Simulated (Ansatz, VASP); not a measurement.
B: VASP beside Ansatz

```xyz
6
Lattice="2.8845 0.0000 0.0000 -1.4423 2.4981 0.0000 0.0000 0.0000 5.3404" Properties=species:S:1:pos:R:3 pbc="T T T"
B     0.0000    0.0000    0.0000
B     0.0000    1.6654    0.8490
B     1.4423    0.8327    1.8439
B     0.0000    1.6654    2.6702
B     1.4423    0.8327    3.4965
B     0.0000    1.6654    4.4914
```

Alike in both runs: functional PBE; k mesh 12 × 12 × 8; occupations gaussian, width 0.1 eV; no spin polarisation.

Ansatz relaxed the structure, and its values are those at the end. VASP's run is a single point on that final structure, the one shown.

|  | VASP | Ansatz |
| --- | --- | --- |
| version | VASP 6.6.1 | Ansatz 0.2.0 |
| potentials or method | VASP PAW PBE potentials, release 64 (B), cutoff 520 eV | scalar-relativistic, plane waves, PAW |
| valence electrons in the cell | 18 | 18 |

Ansatz gave:

- gap on the k mesh at the Fermi level (eV): none
- pressure (GPa): 0.0
- rms of the force components (eV/Å): 0.001

Q: Estimate VASP's values.

A: gap on the k mesh at the Fermi level (eV): none; pressure (GPa): 0.0; rms of the force components (eV/Å): 0.005.

A gap of «none» marks a metal or a gap that the smearing closes.
